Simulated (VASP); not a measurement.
The system is Pt.

```
Pt
1.0
    -1.61529    1.61529    1.61529
     1.61529   -1.61529    1.61529
     1.61529    1.61529   -1.61529
Pt
1
Direct
  0.00000 0.00000 0.00000
```

This isn't the form of Pt at room conditions, which is fcc.

Base run:

| Property | Result |
| --- | --- |
| Program | VASP 6.6.1 |
| Functional | PBE0 |
| Potentials or basis | VASP PAW PBE potentials, release 64 (Pt) |
| Cutoff | 520 eV |
| k mesh | 8 × 8 × 8 |
| Occupations | fermi-dirac, width 0.05 eV |
| Spin | no spin polarisation |

Its results: band gap on the k mesh zero (bands 5 and 6 overlap by 3.27 eV); pressure -18.3 GPa.

Problem. The run is repeated on the same cell with these changes: k mesh from 8 × 8 × 8 to 6 × 6 × 6. What comes out?

Solution. Band gap on the k mesh zero (bands 5 and 6 overlap by 3.23 eV); pressure -19.5 GPa.

Caveats: some runs use coarse meshes; the PAW data sets were made with another functional, which shifts forces and pressure a little; spin-orbit coupling is left out, which moves the levels of the heavy elements; the cell stands under tension (at least some runs).
